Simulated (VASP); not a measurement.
# PbO (P4/nmm) in VASP: further runs

PbO is run at these levels: LDA; tasks: single point, relaxation of volume and atoms at fixed shape.

Everything below comes from runs of VASP 6.6.1. Logs are shortened: lines on timing, memory, paths and dates and some standing lists are left out, and cuts for length are marked.

## 1. The cell of the first run

Symmetry: P4/nmm, No. 129, tetragonal system. Conventional cell: a = 3.937 Å, b = 3.937 Å, c = 4.944 Å, α = 90.00°, β = 90.00°, γ = 90.00°. Within 3.0 Å of Pb (site symmetry 4mm) lie 4 O at 2.30 Å. O (site symmetry -4m2) has 4 Pb at 2.30 Å and 4 O at 2.78 Å within 3.0 Å.

## 2. Single point, LDA

Input file INCAR:

```
ALGO = Normal
EDIFF = 1E-7
ENCUT = 520
ISIF = 2
ISMEAR = 0
LASPH = T
LCHARG = F
LREAL = F
LWAVE = F
NBANDS = 28
NELM = 60
PREC = Accurate
SIGMA = 0.01
```

Input file KPOINTS:

```
k-points
0
Gamma
  5 5 4
```

Input file POSCAR:

```
PbO
1.0
    3.9371191718      0.0000000000      0.0000000000
    0.0000000000      3.9371191718      0.0000000000
    0.0000000000      0.0000000000      4.9436007646
Pb O
2 2
Direct
    1.0000000000      0.5000000000      0.2390560996
    0.5000000000      0.0000000000      0.7609439004
    1.0000000000      0.0000000000      0.0000000000
    0.5000000000      0.5000000000      0.0000000000
```

Potentials or basis: VASP PAW LDA potentials, release 64 (Pb_d, O).

On the command line:

```console
$ cat potpaw_LDA.64/Pb_d/POTCAR potpaw_LDA.64/O/POTCAR > POTCAR
$ mpirun -np 1 vasp_std > vasp.out
```

OUTCAR:

```text
EDIFF = 1E-7
   ENCUT = 520
   ISIF = 2
   ISMEAR = 0
   LASPH = T
   LREAL = F
   NELM = 60
   PREC = Accurate

 ion  position               nearest neighbor table
   1  0.000  0.500  0.239-   3 2.30   4 2.30   3 2.30   4 2.30   2 3.65   2 3.65   2 3.65   2 3.65
                             2 3.80   2 3.80   2 3.80   2 3.80
   2  0.500  0.000  0.761-   3 2.30   4 2.30   4 2.30   3 2.30   1 3.65   1 3.65   1 3.65   1 3.65
                             1 3.80   1 3.80   1 3.80   1 3.80
   3  0.000  0.000  0.000-   1 2.30   2 2.30   1 2.30   2 2.30
   4  0.500  0.500  0.000-   1 2.30   2 2.30   2 2.30   1 2.30

  LATTYP: Found a simple tetragonal cell.
 ALAT       =     3.9371191718
 C/A-ratio  =     1.2556390977

  Lattice vectors:

 A1 = (   3.9371191718,   0.0000000000,   0.0000000000)
 A2 = (   0.0000000000,   3.9371191718,   0.0000000000)
 A3 = (   0.0000000000,   0.0000000000,   4.9436007646)

Analysis of symmetry for initial positions (statically):
=====================================================================
 Subroutine PRICEL returns:
 Original cell was already a primitive cell.

 Routine SETGRP: Setting up the symmetry group for a
 simple tetragonal supercell.

 Subroutine GETGRP returns: Found 16 space group operations
 (whereof  8 operations were pure point group operations)
 out of a pool of 16 trial point group operations.

The static configuration has the point symmetry D_2d.
 The point group associated with its full space group is D_4h.

Analysis of symmetry for dynamics (positions and initial velocities):
=====================================================================
 Subroutine PRICEL returns:
 Original cell was already a primitive cell.

 Routine SETGRP: Setting up the symmetry group for a
 simple tetragonal supercell.

 Subroutine GETGRP returns: Found 16 space group operations
 (whereof  8 operations were pure point group operations)
 out of a pool of 16 trial point group operations.

The dynamic configuration has the point symmetry D_2d.
 The point group associated with its full space group is D_4h.

 Subroutine INISYM returns: Found 16 space group operations
 (whereof  8 operations are pure point group operations),
 and found     1 'primitive' translations

----------------------------------------------------------------------------------------

                                     Primitive cell

  volume of cell :      76.6303

  direct lattice vectors                    reciprocal lattice vectors
     3.937119172  0.000000000  0.000000000     0.253992820  0.000000000  0.000000000
     0.000000000  3.937119172  0.000000000     0.000000000  0.253992820  0.000000000
     0.000000000  0.000000000  4.943600765     0.000000000  0.000000000  0.202281707

  length of vectors
     3.937119172  3.937119172  4.943600765     0.253992820  0.253992820  0.202281707

  position of ions in fractional coordinates (direct lattice)
     0.000000000  0.500000000  0.239056100
     0.500000000  0.000000000  0.760943900
     0.000000000  0.000000000  0.000000000
     0.500000000  0.500000000  0.000000000

  ion indices of the primitive-cell ions
   primitive index   ion index
                 1           1
                 2           2
                 3           3
                 4           4

----------------------------------------------------------------------------------------

 KPOINTS: k-points

Automatic generation of k-mesh.
 Grid dimensions read from file:
 generate k-points for:    5    5    4

 Generating k-lattice:

  Cartesian coordinates                     Fractional coordinates (reciprocal lattice)
     0.050798564  0.000000000  0.000000000     0.200000000  0.000000000  0.000000000
     0.000000000  0.050798564  0.000000000     0.000000000  0.200000000  0.000000000
     0.000000000  0.000000000  0.050570427     0.000000000  0.000000000  0.250000000

  Length of vectors
     0.050798564  0.050798564  0.050570427

  Shift w.r.t. Gamma in fractional coordinates (k-lattice)
     0.000000000  0.000000000  0.000000000

 Subroutine IBZKPT returns following result:
 ===========================================

 Found     18 irreducible k-points:

 Following reciprocal coordinates:
            Coordinates               Weight
  0.000000  0.000000  0.000000      1.000000
  0.200000  0.000000  0.000000      4.000000
  0.400000  0.000000  0.000000      4.000000
  0.200000  0.200000  0.000000      4.000000
  0.400000  0.200000  0.000000      8.000000
  0.400000  0.400000  0.000000      4.000000
[... 10 lines left out ...]
  0.400000  0.200000  0.500000      8.000000
  0.400000  0.400000  0.500000      4.000000
   k-points           NKPTS =     18   k-points in BZ     NKDIM =     18   number of bands    NBANDS=     28
   number of dos      NEDOS =    301   number of ions     NIONS =      4
   total plane-waves  NPLWV =  36000
   dimension x,y,z NGX =    30 NGY =   30 NGZ =   40
   dimension x,y,z NGXF=    60 NGYF=   60 NGZF=   80
   ions per type =               2   2
   NGX,Y,Z   is equivalent  to a cutoff of  12.67, 12.67, 13.45 a.u.
   NGXF,Y,Z  is equivalent  to a cutoff of  25.34, 25.34, 26.90 a.u.
 SYSTEM =  unknown system
   PREC   = accura    normal or accurate (medium, high low for compatibility)
   ISTART =      0    job   : 0-new  1-cont  2-samecut
   ICHARG =      2    charge: 1-file 2-atom 10-const
   ISPIN  =      1    spin polarized calculation?
   LNONCOLLINEAR =      F non collinear calculations
   LSORBIT =      F    spin-orbit coupling
   LASPH  =      T    aspherical Exc in radial PAW
   ENCUT  =  520.0 eV  38.22 Ry    6.18 a.u.   7.32  7.32  9.19*2*pi/ulx,y,z
   NELM   =     60;   NELMIN=  2; NELMDL= -5     # of ELM steps
   EDIFF  = 0.1E-06   stopping-criterion for ELM
   LREAL  =      F    real-space projection
   EDIFFG = 0.1E-05   stopping-criterion for IOM
   NSW    =      0    number of steps for IOM
   IBRION =     -1    ionic relax: 0-MD 1-quasi-New 2-CG
   NFREE  =      0    steps in history (QN), initial steepest desc. (CG)
   ISIF   =      2    stress and relaxation
   ISYM   =      2    0-nonsym 1-usesym 2-fastsym
   POTIM  = 0.5000    time-step for ionic-motion
   TEBEG  =    0.0;   TEEND  =   0.0 temperature during run
   PSTRESS=    0.0 pullay stress
   NELECT =      40.0000    total number of electrons
   NUPDOWN=      -1.0000    fix difference up-down
   EMIN   =  10.00;   EMAX   =-10.00  energy-range for DOS
   EFERMI =   0.00;   METHOD = LEGACY
   ISMEAR =     0;   SIGMA  =   0.01  broadening in eV -4-tet -1-fermi 0-gaus
   EFERMI_NEDOS =   21; number of points for ismear=-14 and -15
   IALGO  =     38    algorithm
   IMIX   =      4    mixing-type and parameters
     AMIX     =   0.40;   BMIX     =  1.00
     AMIX_MAG =   1.60;   BMIX_MAG =  1.00
  volume/ion in A,a.u.               =      19.16       129.28
  Fermi-wavevector in a.u.,A,eV,Ry     =   1.318139  2.490922 23.640005  1.737491
  Thomas-Fermi vector in A             =   2.448130
   LORBIT       =      0    0 simple, 1 ext, 2 COOP (PROOUT), +10 PAW based schemes
   GGA     = CA    functional components
   LHFCALC =     F    Hartree Fock is set to
   AEXX    =    0.0000 exact exchange contribution
   IVDW    =     0    specifies the selected vdW correction
   LEPSILON=     F    determine dielectric tensor
   LRPA    =     F    only Hartree local field effects (RPA)
 non-spin polarized calculation
 Gauss-broadening in eV      SIGMA  =   0.01
  energy-cutoff  :      520.00
  volume of cell :       76.63
 maximum number of plane-waves:      2090
 NGX is ok and might be reduce to    30
   NGX = 15   NGY = 15   NGZ = 19

 number of electron      39.9999986 magnetization

 Free energy of the ion-electron system (eV)
  ---------------------------------------------------
  ext. energy  EPLUGINS =         0.00000000
  ---------------------------------------------------
  free energy    TOTEN  =       -24.40222308 eV

  energy without entropy =      -24.40222308  energy(sigma->0) =      -24.40222308

 E-fermi :   5.3052     XC(G=0): -10.4862

 val. band max:        5.2531687178   @ k =   0.0000   0.0000   0.0000
 cond. band min:       6.7948554808   @ k =   0.4000   0.4000   0.0000
 fundamental gap:      1.5416867630
 Fermi energy:         5.3051725658

 k-point     1 :       0.0000    0.0000    0.0000
  band No.  band energies     occupation
      1     -13.1897      2.00000
      2     -12.5957      2.00000
      3     -10.7762      2.00000
      4     -10.7762      2.00000
      5     -10.6983      2.00000
      6     -10.6890      2.00000
[... 20 lines left out ...]
     27      12.7053      0.00000
     28      13.2202      0.00000

 k-point     2 :       0.2000    0.0000    0.0000
  band No.  band energies     occupation
      1     -13.0974      2.00000
      2     -12.6263      2.00000
      3     -10.7539      2.00000
      4     -10.7512      2.00000
      5     -10.6638      2.00000
      6     -10.6627      2.00000
[... 20 lines left out ...]
     27      13.0769      0.00000
     28      15.4042      0.00000

 k-point     3 :       0.4000    0.0000    0.0000
  band No.  band energies     occupation
      1     -12.9034      2.00000
      2     -12.7302      2.00000
      3     -10.6985      2.00000
      4     -10.6927      2.00000
      5     -10.6453      2.00000
      6     -10.6392      2.00000
[... 20 lines left out ...]
     27      13.7452      0.00000
     28      15.2630      0.00000

 k-point     4 :       0.2000    0.2000    0.0000
  band No.  band energies     occupation
      1     -13.0224      2.00000
      2     -12.6503      2.00000
      3     -10.7548      2.00000
      4     -10.6966      2.00000
      5     -10.6452      2.00000
      6     -10.6363      2.00000
[... 20 lines left out ...]
     27      14.6895      0.00000
     28      14.9514      0.00000

 k-point     5 :       0.4000    0.2000    0.0000
  band No.  band energies     occupation
      1     -12.8690      2.00000
      2     -12.7332      2.00000
      3     -10.6931      2.00000
      4     -10.6515      2.00000
      5     -10.6356      2.00000
      6     -10.6288      2.00000
[... 20 lines left out ...]
     27      13.9567      0.00000
     28      14.5512      0.00000

 k-point     6 :       0.4000    0.4000    0.0000
  band No.  band energies     occupation
      1     -12.8070      2.00000
      2     -12.7580      2.00000
      3     -10.6611      2.00000
      4     -10.6586      2.00000
      5     -10.6063      2.00000
      6     -10.5699      2.00000
[... 277 lines left out ...]
      5     -10.6638      2.00000
      6     -10.6455      2.00000
[... 20 lines left out ...]
     27      14.2959      0.00000
     28      15.1117      0.00000

 k-point    16 :       0.2000    0.2000    0.5000
  band No.  band energies     occupation
      1     -13.0165      2.00000
      2     -12.6439      2.00000
      3     -10.7233      2.00000
      4     -10.6820      2.00000
      5     -10.6715      2.00000
      6     -10.6024      2.00000
[... 20 lines left out ...]
     27      15.7356      0.00000
     28      15.9546      0.00000

 k-point    17 :       0.4000    0.2000    0.5000
  band No.  band energies     occupation
      1     -12.8768      2.00000
      2     -12.7376      2.00000
      3     -10.7140      2.00000
      4     -10.6833      2.00000
      5     -10.6365      2.00000
      6     -10.6143      2.00000
[... 20 lines left out ...]
     27      15.9415      0.00000
     28      16.0968      0.00000

 k-point    18 :       0.4000    0.4000    0.5000
  band No.  band energies     occupation
      1     -12.8095      2.00000
      2     -12.7575      2.00000
      3     -10.6637      2.00000
      4     -10.6148      2.00000
      5     -10.5987      2.00000
      6     -10.5781      2.00000
[... 20 lines left out ...]
     27      16.2330      0.00000
     28      16.3745      0.00000

------------------------ aborting loop because EDIFF is reached ----------------------------------------

  FORCE on cell =-STRESS in cart. coord.  units (eV):
  Direction    XX          YY          ZZ          XY          YZ          ZX
  --------------------------------------------------------------------------------------
  -------------------------------------------------------------------------------------
  Total        0.1565840      0.1565840      0.0320025      0.0000000      0.0000000      0.0000000
  in kB        3.2738410      3.2738410      0.6691037      0.0000000      0.0000000      0.0000000
  external PRESSURE =       2.4055952 kB  Pullay stress =       0.0000000 kB

 VOLUME and BASIS-vectors are now :
 -----------------------------------------------------------------------------
  energy-cutoff  :      520.00
  volume of cell :       76.63
      direct lattice vectors                 reciprocal lattice vectors
     3.937119172  0.000000000  0.000000000     0.253992820  0.000000000  0.000000000
     0.000000000  3.937119172  0.000000000     0.000000000  0.253992820  0.000000000
     0.000000000  0.000000000  4.943600765     0.000000000  0.000000000  0.202281707

 POSITION                                       TOTAL-FORCE (eV/Angst)
 -----------------------------------------------------------------------------------
      0.00000      1.96856      1.18180         0.000000     -0.000000      0.077145
      1.96856      0.00000      3.76180        -0.000000     -0.000000     -0.077145
      0.00000      0.00000      0.00000         0.000000      0.000000      0.000000
      1.96856      1.96856      0.00000         0.000000     -0.000000      0.000000
 -----------------------------------------------------------------------------------
    total drift:                                0.000000      0.000000      0.000000

  FREE ENERGIE OF THE ION-ELECTRON SYSTEM (eV)
  ---------------------------------------------------
  free  energy   TOTEN  =       -24.4022230755 eV

  energy  without entropy=      -24.4022230755  energy(sigma->0) =      -24.40222308
```

Run time: 30 s. Hardware: 1 thread of Intel Xeon Platinum 8259CL at 2.50GHz (Skylake/Cascade Lake), shared host; peak memory 0.17 GiB.

What came out:

| Quantity | Value |
| --- | --- |
| Free energy | -24.4022 eV |
| Pressure | 0.2 GPa |
| Largest force | 0.077 eV/Å |
| Band gap on the k mesh | 1.54 eV (least direct gap 2.35 eV) |

Forces in eV/Å, atoms in the order of the input:
```
Pb   0.000  0.000  0.077
Pb   0.000  0.000 -0.077
O    0.000  0.000  0.000
O    0.000  0.000  0.000
```

Caveat: spin-orbit coupling is left out, which moves the levels of the heavy elements; an odd mesh through Γ misses points on the zone boundary, where band edges can lie. A hybrid or GW would open this gap; LDA tends to underestimate it.

## 3. Relaxation of volume and atoms at fixed shape, LDA

This run uses another cell than the first one, of 19.94 Å³/atom.

Input file INCAR:

```
SYSTEM = PbO
PREC = Accurate
ENCUT = 600
EDIFF = 1E-7
ISMEAR = 0
SIGMA = 0.01
LREAL = .False.
LASPH = .True.
NELM = 100
ALGO = Normal
ISIF = 8
LWAVE = .False.
LCHARG = .False.
IBRION = 2
NSW = 80
EDIFFG = -0.03
```

Input file KPOINTS:

```
regular mesh
0
Gamma
  5 5 4
  0 0 0
```

Input file POSCAR:

```
PbO
1.0
    3.9900000000      0.0000000000      0.0000000000
    0.0000000000      3.9900000000      0.0000000000
    0.0000000000      0.0000000000      5.0100000000
Pb O
2 2
Direct
    1.0000000000      0.5000000000      0.2400000000
    0.5000000000      0.0000000000      0.7600000000
    1.0000000000      0.0000000000      0.0000000000
    0.5000000000      0.5000000000      0.0000000000
```

Potentials or basis: VASP PAW LDA potentials, release 64 (Pb_d, O).

On the command line:

```console
$ cat potpaw_LDA.64/Pb_d/POTCAR potpaw_LDA.64/O/POTCAR > POTCAR
$ mpirun -np 1 vasp_std > vasp.out
```

Wall time 98 s (1 thread of Intel Xeon Platinum 8259CL at 2.50GHz (Skylake/Cascade Lake), shared host); peak memory 0.19 GiB.

It converged, with:

- Free energy: -24.4112 eV
- Relaxed volume: 19.11 Å³/atom
- Relaxed cell: a = 3.934 Å, b = 3.934 Å, c = 4.939 Å, α = 90.00°, β = 90.00°, γ = 90.00°
- Space group after relaxing (to 0.1 Å): P4/nmm (No. 129)
- Energy gained by relaxing: 9.0 meV/atom
- Ionic steps: 6
- Pressure after relaxing: 0.1 GPa
- Largest force after relaxing: 0.003 eV/Å
- Band gap on the k mesh: 1.51 eV (least direct gap 2.38 eV)

Forces in eV/Å, atoms in the order of the input:
```
Pb   0.000  0.000  0.003
Pb   0.000  0.000 -0.003
O    0.000  0.000  0.000
O    0.000  0.000  0.000
```

Stress tensor (GPa, compression positive):
```
 0.21  0.00  0.00
 0.00  0.21  0.00
 0.00  0.00 -0.25
```

Step by step:
```csv
step,energy change (eV),largest force (eV/Å),pressure (GPa),volume (Å³)
1,0.0000,0.5403,-3.46,79.76
2,0.0035,0.8011,3.80,74.89
3,-0.0345,0.0834,-0.18,77.32
4,-0.0345,0.0967,-0.11,77.27
5,-0.0352,0.0725,-0.08,77.05
6,-0.0360,0.0034,0.06,76.42
```

Final structure:
```
CELL_PARAMETERS angstrom
3.93360 0.00000 0.00000
0.00000 3.93360 0.00000
0.00000 0.00000 4.93918
ATOMIC_POSITIONS crystal
Pb 0.00000 0.50000 0.24030
Pb 0.50000 0.00000 0.75970
O 0.00000 0.00000 0.00000
O 0.50000 0.50000 0.00000
```

Levels at points of the mesh, in eV from the valence-band top:
```
           k point  band 17  band 18  band 19  band 20  band 21  band 22  band 23  band 24
(0.00, 0.00, 0.00)    -1.85    -1.79    -1.79     0.00     2.45     5.49     5.58     5.58
(0.00, 0.00, 0.50)    -1.89    -1.82    -1.82    -1.08     1.89     3.84     3.84     4.23
```

Caveat: spin-orbit coupling is left out, which moves the levels of the heavy elements; an odd mesh through Γ misses points on the zone boundary, where band edges can lie. LDA usually gives volumes a few per cent too small.
